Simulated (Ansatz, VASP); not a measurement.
# Ni: VASP beside Ansatz

```
Ni
1.0
     0.00000    1.67994    1.93813
     1.67994    0.00000    1.93813
     1.67994    1.67994    0.00000
Ni
1
Direct
  0.00000 0.00000 0.00000
```

Change from the starting cell: stretched by +10 % along [0.0, 0.0, 1.0] at fixed volume; anisotropy by the force theorem, PAW files.

Alike in both runs: task single point; functional PBE; k mesh 15 × 15 × 15; occupations fermi-dirac, width 0.05 eV; collinear spin.

|  | VASP | Ansatz |
| --- | --- | --- |
| version | VASP 6.6.1 | Ansatz 0.2.0 |
| potentials or method | VASP PAW PBE potentials, release 64 (Ni) | PAW with Ansatz's default frozen-core files, scalar-relativistic |
| plane-wave cutoff (eV) | 600 | 420 |
| valence electrons in the cell | 10 | 18 |

VASP gave:

```
net moment per atom (μB)                                      : 0.61
size of the moment on the site where the two differ most (μB) : 0.62
```

Question: Which values does Ansatz return?

Answer: net moment per atom (μB): 0.62; size of the moment on the site where the two differ most (μB): 0.66.

Site moments also hang on the region over which each program counts them. VASP's potentials hold 10 valence electrons a cell and Ansatz's 18, so a difference there can come from the potentials and not from the codes.
